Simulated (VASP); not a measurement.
## Al: single point with PBE

Crystal: Al.

```
Al
1.0
     2.74015    0.00000    0.00000
     0.00000    2.74015    0.00000
     0.00000    0.00000    2.74015
Al
1
Direct
  0.00000 0.00000 0.00000
```

- Program: VASP 6.6.1
- Task: single point
- Functional: PBE
- Potentials or basis: VASP PAW PBE potentials, release 64 (Al)
- Cutoff: 500 eV
- k mesh: 20 × 20 × 20
- Occupations: fermi-dirac, width 0.0612256 eV
- Spin: no spin polarisation

- Pressure: -1.1 GPa

Levels at points of the mesh, in eV from the Fermi level:
| k point | band 1 | band 2 | band 3 | band 4 | band 5 | band 6 |
| --- | --- | --- | --- | --- | --- | --- |
| (0.00, 0.00, 0.00) | -9.43 | 7.95 | 7.95 | 8.98 | 8.98 | 8.98 |
| (0.50, 0.00, 0.00) | -5.17 | -4.00 | 10.46 | 12.41 | 12.41 | 14.07 |
| (0.50, 0.50, 0.00) | -0.53 | -0.53 | -0.36 | 2.25 | 15.87 | 16.62 |
| (0.50, 0.50, 0.50) | 2.81 | 2.81 | 2.81 | 5.59 | 5.59 | 5.59 |

Run time: 15 s on 1 thread of Intel(R) Xeon(R) Platinum 8259CL CPU @ 2.50GHz (Skylake/Cascade Lake), on a shared host, peak memory 0.14 GiB.
